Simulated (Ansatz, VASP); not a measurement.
Given: the input of a run of VASP 6.6.1 on AgCl.

The input INCAR:

```
SYSTEM = AgCl
ALGO = Normal ; EDIFF = 1E-6
ENCUT = 520 ; GGA = CA
ISIF = 2 ; ISMEAR = -1
LASPH = .True. ; LCHARG = .True.
LELF = .True. ; LREAL = .False.
LVHAR = .True. ; LWAVE = .False.
NBANDS = 16 ; NELM = 60
PREC = Accurate ; SIGMA = 0.05
```

KPOINTS

```
k-points
0
Gamma
  8 8 8
  0 0 0
```

Contents of POSCAR:

```
AgCl
1.0
    0.0000000000      2.7350000000      2.7350000000
    2.7350000000      0.0000000000      2.7350000000
    2.7350000000      2.7350000000      0.0000000000
Ag Cl
1 1
Direct
    0.0000000000      0.0000000000      0.0000000000
    0.5000000000      0.5000000000      0.5000000000
```

Potentials or basis: VASP PAW LDA potentials, release 64 (Ag, Cl).

Command:

```bash
$ cat potpaw_LDA.64/Ag/POTCAR potpaw_LDA.64/Cl/POTCAR > POTCAR
$ mpirun -np 1 vasp_std > vasp.out
```

Translate it to Ansatz 0.2.0. Potentials there: all-electron LAPW, scalar-relativistic.

As run (the cutoff follows the program's own potentials):

File input.yaml:

```yaml
crystal:
  lattice:
    - [0.0, 2.735, 2.735]
    - [2.735, 0.0, 2.735]
    - [2.735, 2.735, 0.0]
  atoms:
    - { symbol: Ag, position: [0.0, 0.0, 0.0] }
    - { symbol: Cl, position: [0.5, 0.5, 0.5] }
kpoints:
  mp_grid: { grid: [8, 8, 8] }
scf:
  occupations: { method: fermi_dirac, width: 0.05 }
hamiltonian:
  xc: lda
  pseudopotentials: { kind: all_electron, lapw: { basis_error: 0.001 } }
output:
  forces: true
  stress: true
  eigenvalues: true
```

Potentials or basis: all-electron LAPW, scalar-relativistic.

The run is started by

```bash
$ ansatz run input.yaml --threads 1 --pin off --max-ram 3072MiB --backend cpu --events-out ev --progress --plain --runs-dir out
```

Both were run:

|  | VASP | Ansatz | Ansatz less VASP |
| --- | --- | --- | --- |
| gap on the k mesh at the Fermi level (eV) | 0.64 | 0.61 | -0.027 |
| least direct gap on the mesh (eV) | 3.11 | 3.09 | -0.024 |
| pressure (GPa) | -3.8 | -3.8 | 0.00 |

LDA's correlation is that of Perdew and Zunger in VASP and of Perdew and Wang (1992) in Ansatz. Ansatz ran all-electron here, and VASP with PAW potentials.
